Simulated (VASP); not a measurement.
Runs of VASP 6.6.1 on GaSb. The structure is that of space group I-4m2 (No. 119), or close to it. The cells are those of the table. 

```tsv
cell	gap on the mesh (eV)	pressure (GPa)
a = 4.421 Å, angles 98.7, 98.7, 134.1°, 2 atoms	none	-8.8
a = 4.071 Å, angles 99.6, 99.6, 131.8°, 2 atoms	none	(a)
a = 3.959 Å, angles 99.6, 99.6, 131.8°, 2 atoms	none	5.6
a = 3.987 Å, angles 98.6, 98.6, 134.6°, 2 atoms	none	5.7
a = 3.997 Å, angles 98.8, 98.8, 133.9°, 2 atoms	none	(b)
```

Alike in all rows: task single point; level LDA; potentials or basis VASP PAW LDA potentials, release 64 (Ga_d, Sb); no spin polarisation; k mesh 16 × 16 × 16; cutoff (eV) 520; smearing gaussian 0.15 eV.

Task: Estimate the missing entries.

Result: (a) -0.6; (b) 4.5.

Caveats: spin-orbit coupling is left out, which moves the levels of the heavy elements; the cell stands under pressure (at least some runs); the cell stands under tension (at least some runs).

A k mesh can miss the band edges, and the runs leave out spin-orbit coupling on Ga, Sb.

A gap of «none» marks levels without a gap at the run's occupations.
